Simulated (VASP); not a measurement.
A run of VASP 6.6.1 is set up as follows.

INCAR

```
SYSTEM = Te2Mo
ALGO = Normal
EDIFF = 1E-6
ENCUT = 520
GGA = PE
ISIF = 2
ISMEAR = -1
LASPH = .True.
LCHARG = .False.
LREAL = .False.
LWAVE = .False.
NBANDS = 35
NELM = 80
PREC = Accurate
SIGMA = 0.1
```

Contents of KPOINTS:

```
k-points
0
Gamma
  8 8 2
  0 0 0
```

File POSCAR:

```
Te2Mo
1.0
    3.4866449370      0.0000000000      0.0000000000
   -1.7433224685      3.0195235100      0.0000000000
    0.0000000000      0.0000000000     13.8482694819
Te Mo
4 2
Direct
    0.3333333333      0.6666666667      0.6210000000
    0.6666666667      0.3333333333      0.1210000000
    0.3333333333      0.6666666667      0.8790000000
    0.6666666667      0.3333333333      0.3790000000
    0.3333333333      0.6666666667      0.2500000000
    0.6666666667      0.3333333333      0.7500000000
```

Potentials or basis: VASP PAW PBE potentials, release 64 (Te, Mo_sv).

Launch:

```sh
$ cat potpaw_PBE.64/Te/POTCAR potpaw_PBE.64/Mo_sv/POTCAR > POTCAR
$ mpirun -np 1 vasp_std > vasp.out
```

Question: Estimate the pressure.

Answer: 6.0 GPa.

Question: What does it give for the band gap on the k mesh?

Answer: 0.79 eV, indirect (least direct gap 1.25 eV).

Question: Estimate the largest force.

Answer: 0.583 eV/Å.

Forces in eV/Å, atoms in the order of the input:
```
Te   0.000  0.000 -0.583
Te   0.000  0.000 -0.583
Te   0.000  0.000  0.583
Te   0.000  0.000  0.583
Mo   0.000  0.000  0.000
Mo   0.000  0.000  0.000
```

Caveat: spin-orbit coupling is left out, which moves the levels of the heavy elements; this functional lacks dispersion, which binds the layers, so the pressure and a relaxed spacing across them are unreliable. A k mesh can miss the band edges.
